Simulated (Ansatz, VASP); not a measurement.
## SiC: VASP beside Ansatz

File POSCAR:

```
SiC
1.0
    3.0756941497      0.0000000000      0.0000000000
   -1.5378470748      2.6636292679      0.0000000000
    0.0000000000      0.0000000000     10.0706464800
Si C
4 4
Direct
    0.0000000000      0.0000000000      0.1878943800
    0.0000000000      0.0000000000      0.6878943800
    0.3333333333      0.6666666667      0.4378419800
    0.6666666667      0.3333333333      0.9378419800
    0.0000000000      0.0000000000      0.0004600500
    0.0000000000      0.0000000000      0.5004600500
    0.3333333333      0.6666666667      0.2498025900
    0.6666666667      0.3333333333      0.7498025900
```

The input INCAR.step1:

```
SYSTEM = SiC
  PREC = Accurate
  ENCUT = 520
  EDIFF = 1E-5
  ISMEAR = 0
  SIGMA = 0.01
  LREAL = .FALSE.
  LASPH = .TRUE.
  NELM = 80
  ALGO = Normal
  ISIF = 2
  LWAVE = .TRUE.
  LCHARG = .FALSE.
  NBANDS = 26
  GGA = PE
```

Contents of INCAR.step2:

```
SYSTEM = SiC
  PREC = Accurate
  ENCUT = 520
  EDIFF = 1E-6
  ISMEAR = 0
  SIGMA = 0.01
  LREAL = .FALSE.
  LASPH = .TRUE.
  NELM = 80
  ALGO = Normal
  ISIF = 2
  LWAVE = .FALSE.
  LCHARG = .FALSE.
  GGA = PE
  LHFCALC = .TRUE.
  HFSCREEN = 0.2079
  PRECFOCK = Fast
  NBANDS = 26
  ISTART = 1
```

File KPOINTS:

```
regular mesh
0
G
  6 6 2
  0 0 0
```

input

```
crystal:
  lattice:
    - [3.0756941497, 0.0, 0.0]
    - [-1.5378470748, 2.6636292679, 0.0]
    - [0.0, 0.0, 10.07064648]
  atoms:
    - { symbol: Si, position: [0.0, 0.0, 0.18789438] }
    - { symbol: Si, position: [0.0, 0.0, 0.68789438] }
    - { symbol: Si, position: [0.3333333333, 0.6666666667, 0.43784198] }
    - { symbol: Si, position: [0.6666666667, 0.3333333333, 0.93784198] }
    - { symbol: C, position: [0.0, 0.0, 0.00046005] }
    - { symbol: C, position: [0.0, 0.0, 0.50046005] }
    - { symbol: C, position: [0.3333333333, 0.6666666667, 0.24980259] }
    - { symbol: C, position: [0.6666666667, 0.3333333333, 0.74980259] }
kpoints:
  mp_grid: { grid: [6, 6, 2] }
  band_path:
    path:
      - [0.0, 0.0, 0.0]
      - [0.5, 0.0, 0.0]
      - [0.3333333333, 0.3333333333, 0.0]
      - [0.0, 0.0, 0.5]
      - [0.5, 0.0, 0.5]
      - [0.3333333333, 0.3333333333, 0.5]
      - [0.0, 0.5, 0.0]
    npoints: 1
hamiltonian:
  xc: hse06
scf:
  occupations: { method: fixed }
  n_extra_bands: 6
output:
  forces: true
  stress: true
  eigenvalues: true
```

Alike in both runs: functional HSE06; k mesh 6 × 6 × 2; no spin polarisation.

```csv
,VASP,Ansatz
version,VASP 6.6.1,Ansatz 0.2.0
potentials or method,"VASP PAW PBE potentials, release 64 (Si, C)",Ansatz PAW
plane-wave cutoff (eV),520,420
occupations,"gaussian, width 0.01 eV",fixed
valence electrons in the cell,32,32
task,single point,band structure
```

VASP gave:

```
gap on the k mesh at the Fermi level (eV)                     : 3.15
least direct gap on the mesh (eV)                             : 4.38
pressure (GPa)                                                : -1.1
traceless stress, the component that is largest in VASP (GPa) : -0.21
rms of the force components (eV/Å)                            : 0.006
```

**Question.** Estimate Ansatz's values.

**Answer.** gap on the k mesh at the Fermi level (eV): 3.14; least direct gap on the mesh (eV): 4.38; pressure (GPa): -0.7; traceless stress, the component that is largest in VASP (GPa): -0.23; rms of the force components (eV/Å): 0.006.

Atom by atom the forces differ by 0.001 eV/Å (rms over components).
